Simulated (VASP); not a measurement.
Runs of VASP 6.6.1 on Ni. The structure is cubic, space group Fm-3m (No. 225). Conventional cell: a = 3.536 Å, b = 3.536 Å, c = 3.536 Å, α = 90.00°, β = 90.00°, γ = 90.00°. Ni (site symmetry m-3m) has 12 Ni at 2.50 Å within 3.3 Å. 

```csv
level,potentials or basis,smearing,gap on the mesh (eV),pressure (GPa),moment (μB)
PBE,"VASP PAW PBE potentials, release 64 (Ni)",gaussian 0.1 eV,none,-2.8,0.70
PBE,"VASP PAW PBE potentials, release 64 (Ni)",fermi-dirac 0.063 eV,none,-2.6,0.70
PBE,"VASP PAW PBE potentials, release 64 (Ni)",methfessel-paxton 0.053 eV,none,-2.8,0.70
PBE,"VASP PAW PBE potentials, release 64 (Ni)",tetrahedron,none,-2.9,(a)
PBE,"VASP PAW PBE potentials, release 64 (Ni)",methfessel-paxton 0.1 eV,none,-2.9,0.70
LDA,"VASP PAW LDA potentials, release 64 (Ni)",methfessel-paxton 0.097 eV,none,-19.3,0.70
PBE,"VASP PAW PBE potentials, release 64 (Ni)",gaussian 0.272114 eV,none,(b),0.69
```

Alike in all rows: task single point; spin collinear, ferromagnetic start; cell as given; k mesh 8 × 8 × 8; cutoff (eV) 600.

Estimate the missing entries.

(a) 0.56; (b) -2.3.

Caveats: all runs use coarse meshes; tetrahedron occupations give inexact forces and stress in metals (at least some runs); so wide a smearing shifts energies and pressures (at least some runs).

A gap of «none» marks levels without a gap at the run's occupations.
